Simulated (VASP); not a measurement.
Ca: single point with PBE

Ca:

```xyz
1
Lattice="0.0000 2.7627 2.7627 2.7627 0.0000 2.7627 2.7627 2.7627 0.0000" Properties=species:S:1:pos:R:3 pbc="T T T"
Ca    0.0000    0.0000    0.0000
```

- Program: VASP 6.6.1
- Task: single point
- Functional: PBE
- Potentials or basis: VASP PAW PBE potentials, release 64 (Ca_sv)
- Cutoff: 520 eV
- k mesh: 10 × 10 × 10
- Occupations: gaussian, width 0.6 eV
- Spin: no spin polarisation
- Dipole correction: no
- Further INCAR settings: ALGO = Normal; EDIFF = 1e-07; NBANDS = 11

```
Pressure               : 0.1 GPa
Band gap on the k mesh : zero (bands 5 and 6 overlap by 0.28 eV)
```

Levels at points of the mesh, in eV from the Fermi level:
```
           k point  band 3  band 4  band 5  band 6  band 7  band 8
(0.00, 0.00, 0.00)  -22.85  -22.85   -3.99    2.40    2.40    2.40
(0.50, 0.00, 0.00)  -22.86  -22.86   -0.94   -0.13    2.29    2.29
(0.50, 0.50, 0.00)  -22.90  -22.90   -0.41    0.63    1.00    4.17
```

It took 39 s on 1 thread of Intel Xeon 8259CL (shared host), peak memory 0.17 GiB.

Caveat: so wide a smearing shifts energies and pressures.
